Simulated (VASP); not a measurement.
Input of a VASP 6.6.1 run:

INCAR

```
  PREC = Accurate
  ENCUT = 520
  EDIFF = 1E-6
  ISMEAR = -1
  SIGMA = 0.03
  LREAL = F
  LASPH = T
  NELM = 100
  ALGO = Normal
  ISIF = 2
  LWAVE = F
  LCHARG = F
  GGA = PS
  NBANDS = 11
```

Contents of KPOINTS:

```
Automatic mesh
0
Gamma
  13 13 13
```

The input POSCAR:

```
BN
1.0
    0.0000000000      1.7830713297      1.7830713297
    1.7830713297      0.0000000000      1.7830713297
    1.7830713297      1.7830713297      0.0000000000
B N
1 1
Direct
    0.0000000000      0.0000000000      0.0000000000
    0.7500000000      0.7500000000      0.7500000000
```

Potentials or basis: VASP PAW PBE potentials, release 64 (B, N).

The run is started by

```sh
$ cat potpaw_PBE.64/B/POTCAR potpaw_PBE.64/N/POTCAR > POTCAR
$ mpirun -np 1 vasp_std > vasp.out
```

Problem. Estimate the band gap on the k mesh.

Solution. 4.40 eV, indirect (least direct gap 8.95 eV).

Problem. Predict the pressure.

Solution. 14.3 GPa.

Caveat: the PAW data sets were made with another functional, which shifts forces and pressure a little. A k mesh can miss the band edges.
